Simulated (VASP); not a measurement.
# MgO (Cmcm) in VASP: a series of runs, part 2 of 2

VASP 6.6.1. The steps go on from the part before.

## 3. Single point, PBEsol (mode 5 frozen in at -0.049 Å, strain +e along z and -e/2 along x and y +0.0467)

The input, INCAR:

```
SYSTEM = MgO
PREC     = Accurate       ! precision mode
ENCUT    = 520            ! plane-wave cutoff, eV
EDIFF    = 1E-7           ! SCF threshold, eV
ISMEAR   = 0              ! smearing method
SIGMA    = 0.05           ! smearing width, eV
LREAL    = .FALSE.        ! projectors in reciprocal space
LASPH    = .TRUE.         ! aspherical terms in the spheres
NELM     = 80             ! most SCF steps
ALGO     = Normal         ! electronic algorithm
ISIF     = 2              ! what is computed and relaxed
LWAVE    = .FALSE.        ! write WAVECAR
LCHARG   = .FALSE.        ! write CHGCAR
GGA      = PS             ! functional
NBANDS   = 16             ! bands
```

The input, KPOINTS:

```
Automatic mesh
0
G
  9 9 6
  0 0 0
```

The input, POSCAR:

```
MgO
1.0
    3.4131635912      0.0000000000      0.0000000000
   -1.7065817956      2.9558863772      0.0000000000
    0.0000000000      0.0000000000      4.3906063377
Mg O
2 2
Direct
    0.6586046991      0.3172093983      0.7500000000
    0.3413953009      0.6827906017      0.2500000000
    0.6726026025      0.3452052050      0.2500000000
    0.3273973975      0.6547947950      0.7500000000
```

Potentials or basis: VASP PAW PBE potentials, release 64 (Mg, O).

Started as:

```console
cat potpaw_PBE.64/Mg/POTCAR potpaw_PBE.64/O/POTCAR > POTCAR
mpirun -np 1 vasp_std > vasp.out
```

It took 58 s on 1 thread of Intel Xeon Platinum 8375C at 2.90GHz (Ice Lake), shared host; peak memory 0.21 GiB.

It converged, with:

```yaml
Free_energy: -24.6646 eV
Pressure: 0.7 GPa
Largest_force: 0.380 eV/Å
Band_gap_on_the_k_mesh: 3.18 eV, direct
```

Forces in eV/Å, atoms in the order of the input:
```
Mg   0.000  0.380  0.000
Mg   0.000 -0.380  0.000
O    0.000 -0.104  0.000
O    0.000  0.104  0.000
```

Stress tensor (GPa, compression positive):
```
 3.65  0.00  0.00
 0.00  4.90  0.00
 0.00  0.00 -6.45
```

Levels at points of the mesh, in eV from the valence-band top:
```tsv
k point	band 4	band 5	band 6	band 7	band 8	band 9	band 10	band 11	band 12	band 13
(0.00, 0.00, 0.00)	-1.74	-1.70	-1.04	-0.90	0.00	3.18	9.05	11.32	12.58	13.01
(0.00, 0.00, 0.50)	-2.50	-1.38	-1.38	-1.34	-1.34	6.17	6.17	13.11	13.11	13.17
```

Caveat: the cell differs from its parent crystal (mode 5 frozen in at -0.049 Å, strain +e along z and -e/2 along x and y +0.0467); the PAW data sets were made with another functional, which shifts forces and pressure a little.

## 4. Single point, PBEsol (mode 5 frozen in at -0.049 Å, strain +e along z and -e/2 along x and y -0.0233)

The input, INCAR:

```
SYSTEM = MgO
PREC = Accurate
ENCUT = 520
EDIFF = 1E-6
ISMEAR = 0
SIGMA = 0.05
LREAL = .False.
LASPH = .True.
NELM = 60
ALGO = Normal
ISIF = 2
LWAVE = .False.
LCHARG = .False.
GGA = PS
NBANDS = 16
```

The input, KPOINTS:

```
regular mesh
0
Gamma
  9 9 6
  0 0 0
```

The input, POSCAR:

```
MgO
1.0
    3.5354804147      0.0000000000      0.0000000000
   -1.7677402074      3.0618158537      0.0000000000
    0.0000000000      0.0000000000      4.0969764116
Mg O
2 2
Direct
    0.6586046991      0.3172093983      0.7500000000
    0.3413953009      0.6827906017      0.2500000000
    0.6726026025      0.3452052050      0.2500000000
    0.3273973975      0.6547947950      0.7500000000
```

Potentials or basis: VASP PAW PBE potentials, release 64 (Mg, O).

Started as:

```console
cat potpaw_PBE.64/Mg/POTCAR potpaw_PBE.64/O/POTCAR > POTCAR
mpirun -np 1 vasp_std > vasp.out
```

OUTCAR:

```text
SYSTEM = MgO
   PREC = Accurate
   ENCUT = 520
   EDIFF = 1E-6
   ISMEAR = 0
   LREAL = .False.
   LASPH = .True.
   NELM = 60
   ISIF = 2
   GGA = PS

 ion  position               nearest neighbor table
   1  0.659  0.317  0.750-   4 2.03   4 2.05   4 2.05   3 2.05   3 2.05   2 2.82   2 2.82   2 2.93
                             2 2.93   2 2.93   2 2.93
   2  0.341  0.683  0.250-   3 2.03   3 2.05   3 2.05   4 2.05   4 2.05   1 2.82   1 2.82   1 2.93
                             1 2.93   1 2.93   1 2.93
   3  0.673  0.345  0.250-   2 2.03   2 2.05   2 2.05   1 2.05   1 2.05
   4  0.327  0.655  0.750-   1 2.03   1 2.05   1 2.05   2 2.05   2 2.05

[... 660 lines left out ...]
  -------------------------------------------------------------------------------------
  Total       -0.6345871     -0.5043513      1.3011550      0.0000000      0.0000000      0.0000000
  in kB      -22.9250786    -18.2201831     47.0054973      0.0000000      0.0000000      0.0000000
  external PRESSURE =       1.9534119 kB  Pullay stress =       0.0000000 kB

 VOLUME and BASIS-vectors are now :
 -----------------------------------------------------------------------------
  energy-cutoff  :      520.00
  volume of cell :       44.35
      direct lattice vectors                 reciprocal lattice vectors
     3.535480415  0.000000000  0.000000000     0.282846992  0.163301787  0.000000000
    -1.767740207  3.061815854  0.000000000     0.000000000  0.326603574  0.000000000
     0.000000000  0.000000000  4.096976412     0.000000000  0.000000000  0.244082440

 POSITION                                       TOTAL-FORCE (eV/Angst)
 -----------------------------------------------------------------------------------
      1.76774      0.97124      3.07273        -0.000000      0.390683      0.000000
      0.00000      2.09058      1.02424         0.000000     -0.390683      0.000000
      1.76774      1.05695      1.02424         0.000000     -0.198877      0.000000
     -0.00000      2.00486      3.07273        -0.000000      0.198877      0.000000
 -----------------------------------------------------------------------------------
    total drift:                                0.000000     -0.000000      0.000000

  FREE ENERGIE OF THE ION-ELECTRON SYSTEM (eV)
  ---------------------------------------------------
  free  energy   TOTEN  =       -24.7123262626 eV

  energy  without entropy=      -24.7123262626  energy(sigma->0) =      -24.71232626
```

Wall time 31 s (1 thread of Intel Xeon Platinum 8488C (Sapphire Rapids), shared host); peak memory 0.2 GiB.

Results:

| Item | Value |
| --- | --- |
| Free energy | -24.7123 eV |
| Pressure | 0.2 GPa |
| Largest force | 0.391 eV/Å |
| Band gap on the k mesh | 3.30 eV, direct |

Forces on the atoms (eV/Å):
```
Mg   0.000  0.391  0.000
Mg   0.000 -0.391  0.000
O    0.000 -0.199  0.000
O    0.000  0.199  0.000
```

Stress tensor (GPa, compression positive):
```
-2.29  0.00  0.00
 0.00 -1.82  0.00
 0.00  0.00  4.70
```

Caveat: the cell differs from its parent crystal (mode 5 frozen in at -0.049 Å, strain +e along z and -e/2 along x and y -0.0233); the PAW data sets were made with another functional, which shifts forces and pressure a little.

## 5. Single point, PBEsol (mode 5 frozen in at +0.024 Å, strain +e along z and -e/2 along x and y +0.0000)

The input, INCAR:

```
SYSTEM = MgO
PREC     = Accurate       ! precision mode
ENCUT    = 520            ! plane-wave cutoff, eV
EDIFF    = 1E-6           ! SCF threshold, eV
ISMEAR   = 0              ! smearing method
SIGMA    = 0.05           ! smearing width, eV
LREAL    = .FALSE.        ! projectors in reciprocal space
LASPH    = .TRUE.         ! aspherical terms in the spheres
NELM     = 60             ! most SCF steps
ALGO     = Normal         ! electronic algorithm
ISIF     = 2              ! what is computed and relaxed
LWAVE    = .FALSE.        ! write WAVECAR
LCHARG   = .FALSE.        ! write CHGCAR
GGA      = PS             ! functional
NBANDS   = 16             ! bands
```

The input, KPOINTS:

```
Automatic mesh
0
G
  9 9 6
  0 0 0
```

The input, POSCAR:

```
MgO
1.0
    3.4947663863      0.0000000000      0.0000000000
   -1.7473831932      3.0265564708      0.0000000000
    0.0000000000      0.0000000000      4.1947132299
Mg O
2 2
Direct
    0.6706976504      0.3413953009      0.7500000000
    0.3293023496      0.6586046991      0.2500000000
    0.6636986988      0.3273973975      0.2500000000
    0.3363013012      0.6726026025      0.7500000000
```

Started as:

```console
cat potpaw_PBE.64/Mg/POTCAR potpaw_PBE.64/O/POTCAR > POTCAR
mpirun -np 1 vasp_std > vasp.out
```

Run time: 32 s. Hardware: 1 thread of Intel Xeon Platinum 8488C (Sapphire Rapids), shared host; peak memory 0.2 GiB.

Results (log left out):

```yaml
Free_energy: -24.7530 eV
Pressure: -0.4 GPa
Largest_force: 0.178 eV/Å
Band_gap_on_the_k_mesh: 3.26 eV, direct
```

Forces in eV/Å, atoms in the order of the input:
```
Mg   0.000 -0.178  0.000
Mg   0.000  0.178  0.000
O    0.000  0.090  0.000
O    0.000 -0.090  0.000
```

Stress tensor (GPa, compression positive):
```
-0.17  0.00  0.00
 0.00 -0.66  0.00
 0.00  0.00 -0.44
```

Levels at points of the mesh, in eV from the valence-band top:
```csv
k point,band 4,band 5,band 6,band 7,band 8,band 9,band 10,band 11,band 12,band 13
"(0.00, 0.00, 0.00)",-1.75,-1.72,-0.85,-0.77,0.00,3.26,9.31,12.01,12.25,12.47
"(0.00, 0.00, 0.50)",-2.45,-1.30,-1.30,-1.28,-1.28,6.30,6.30,12.70,12.70,12.73
```

Caveat: the cell differs from its parent crystal (mode 5 frozen in at +0.024 Å, strain +e along z and -e/2 along x and y +0.0000); the PAW data sets were made with another functional, which shifts forces and pressure a little.

## 6. Overview

| cell | gap on the mesh (eV) | pressure (GPa) | largest force (eV/Å) |
| --- | --- | --- | --- |
| a = 3.535, b = 3.535, c = 4.097 Å, angles 90.0, 90.0, 120.0°, 4 atoms | 3.30 | 0.2 | 0.39 |
| a = 3.413, b = 3.413, c = 4.391 Å, angles 90.0, 90.0, 120.0°, 4 atoms | 3.18 | 0.7 | 0.38 |
| a = 3.495, b = 3.495, c = 4.195 Å, angles 90.0, 90.0, 120.0°, 4 atoms | 3.26 | -0.4 | 0.18 |

Some of these runs hold the atoms at other places in the same cell, which the table doesn't show; runs alike in all that it shows share one row.

Alike in all rows: task single point; level PBEsol; potentials or basis VASP PAW PBE potentials, release 64 (Mg, O); no spin polarisation; k mesh 9 × 9 × 6; cutoff (eV) 520; smearing gaussian 0.05 eV.

Caveats: the PAW data sets were made with another functional, which shifts forces and pressure a little.

Absolute energies hang on the potentials; compare differences alone.
